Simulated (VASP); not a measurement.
Write the native input for VASP 6.6.1 that does the following.

| Property | Result |
| --- | --- |
| Task | single point |
| Functional | PBE |
| Potentials or basis | VASP PAW PBE potentials, release 64 (Al, Au) |
| Cutoff | 520 eV |
| k mesh | 9 × 9 × 1 |
| Occupations | gaussian, width 0.1 eV |
| Spin | no spin polarisation |
| Dipole correction | yes |
| Further INCAR settings | ALGO = Fast; EDIFF = 1e-06; NBANDS = 36 |

The structure of Al2Au lies in POSCAR:

```
Al2Au
1.0
    4.2856189452      0.0000000000      0.0000000000
   -2.1428094726      3.7114548774      0.0000000000
    0.0000000000      0.0000000000     23.7479830397
Al Au
6 3
Direct
    0.0000000000      0.0000000000      0.3253514983
    0.3333333333      0.6666666667      0.3885059884
    0.6666666667      0.3333333333      0.4647299777
    0.0000000000      0.0000000000      0.5352700209
    0.3333333333      0.6666666667      0.6114940103
    0.6666666667      0.3333333333      0.6746485032
    0.6666666667      0.3333333333      0.3536953338
    0.3333333333      0.6666666667      0.4999999993
    0.0000000000      0.0000000000      0.6463046681
```

One way to write it, as run:

INCAR

```
PREC     = Accurate       # precision mode
ENCUT    = 520            # plane-wave cutoff, eV
EDIFF    = 1E-6           # SCF threshold, eV
ISMEAR   = 0              # smearing method
SIGMA    = 0.1            # smearing width, eV
LREAL    = False          # projectors in reciprocal space
LASPH    = True           # aspherical terms in the spheres
NELM     = 60             # most SCF steps
ALGO     = Fast           # electronic algorithm
ISIF     = 2              # what is computed and relaxed
LWAVE    = False          # write WAVECAR
LCHARG   = True           # write CHGCAR
LDIPOL   = True         
IDIPOL   = 3            
DIPOL    = 0.5 0.5 0.500
GGA      = PE             # functional
LELF     = True           # ELF
LVHAR    = True         
LVACPOTAV= True         
NBANDS   = 36             # bands
```

KPOINTS

```
Automatic mesh
0
Gamma
  9 9 1
```

Potentials or basis: VASP PAW PBE potentials, release 64 (Al, Au).

Run with:

```bash
$ cat potpaw_PBE.64/Al/POTCAR potpaw_PBE.64/Au/POTCAR > POTCAR
$ mpirun -np 1 vasp_std > vasp.out
```

It gave:

The largest force is 0.011 eV/Å. The band gap on the k mesh is zero (an odd number of electrons rules out a gap without spin polarisation).

Caveat: spin-orbit coupling is left out, which moves the levels of the heavy elements.

Run time: 3 min on 1 thread of Intel(R) Xeon(R) 6975P-C (Granite Rapids), with other jobs on the host, peak memory 0.51 GiB.
